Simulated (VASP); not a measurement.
The system is MgB2.

```
CELL_PARAMETERS angstrom
3.04331 0.00000 0.00000
-1.52165 2.63558 0.00000
0.00000 0.00000 3.47539
ATOMIC_POSITIONS crystal
Mg 0.00000 0.00000 0.00000
B 0.66667 0.33333 0.50000
B 0.33333 0.66667 0.50000
```

Base run:

| Property | Result |
| --- | --- |
| Program | VASP 6.6.1 |
| Functional | revPBE |
| Potentials or basis | VASP PAW PBE potentials, release 64 (Mg, B) |
| Cutoff | 520 eV |
| k mesh | 10 × 10 × 8 |
| Occupations | fermi-dirac, width 0.05 eV |
| Spin | no spin polarisation |

Its results: band gap on the k mesh zero (band 4 reaches 6.79 eV, above the bottom of band 5 at 4.26 eV); pressure 8.1 GPa.

Question: After a change of settings the same cell gave: band gap on the k mesh zero (band 4 reaches 6.76 eV, above the bottom of band 5 at 4.14 eV); pressure 4.1 GPa. Which change was it?
A. functional from revPBE to PBEsol; dispersion from none to D3(BJ)
B. functional from revPBE to r2SCAN
C. functional from revPBE to PBE
D. functional from revPBE to LDA; potentials or basis from VASP PAW PBE potentials, release 64 (Mg, B) to VASP PAW LDA potentials, release 64 (Mg, B)

Answer: B.

Caveats: the PAW data sets were made with another functional, which shifts forces and pressure a little.
